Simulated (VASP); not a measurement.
Set up this calculation in VASP 6.6.1, as the native input.

```
Task                   : single point
Functional             : LDA
Potentials or basis    : VASP PAW LDA potentials, release 64 (Ca_sv, Se)
Cutoff                 : 520 eV
k mesh                 : 6 × 6 × 6
Occupations            : gaussian, width 0.05 eV
Spin                   : no spin polarisation
Dipole correction      : no
Further INCAR settings : ALGO = Normal; EDIFF = 1e-07; NBANDS = 15
```

The structure of CaSe lies in POSCAR:

```
CaSe
1.0
    0.0000000000      3.2010000000      3.3000000000
    3.2010000000      0.0000000000      3.3000000000
    3.2010000000      3.2010000000      0.0000000000
Ca Se
1 1
Direct
    0.0000000000      0.0000000000      0.0000000000
    0.7500000000      0.7500000000      0.7500000000
```

This cell differs from its parent crystal: strain -0.030 along x and y, +0.000 along z.

These files were run (other wordings do the same):

INCAR

```
ALGO     = Normal         # electronic algorithm
EDIFF    = 1E-7           # SCF threshold, eV
ENCUT    = 520            # plane-wave cutoff, eV
ISIF     = 2              # what is computed and relaxed
ISMEAR   = 0              # smearing method
LASPH    = True           # aspherical terms in the spheres
LCHARG   = False          # write CHGCAR
LREAL    = False          # projectors in reciprocal space
LWAVE    = False          # write WAVECAR
NBANDS   = 15             # bands
NELM     = 100            # most SCF steps
PREC     = Accurate       # precision mode
SIGMA    = 0.05           # smearing width, eV
```

KPOINTS

```
k-points
0
Gamma
  6 6 6
```

Potentials or basis: VASP PAW LDA potentials, release 64 (Ca_sv, Se).

The run is started by

```sh
$ cat potpaw_LDA.64/Ca_sv/POTCAR potpaw_LDA.64/Se/POTCAR > POTCAR
$ mpirun -np 1 vasp_std > vasp.out
```

It gave:

| Quantity | Value |
| --- | --- |
| Pressure | -0.7 GPa |
| Band gap on the k mesh | 3.02 eV, indirect (least direct gap 3.18 eV) |

Caveat: the cell differs from its parent crystal (strain -0.030 along x and y, +0.000 along z).

Run time: 27 s on 1 thread of Intel(R) Xeon(R) 6975P-C (Granite Rapids), with other jobs on the host, peak memory 0.18 GiB.
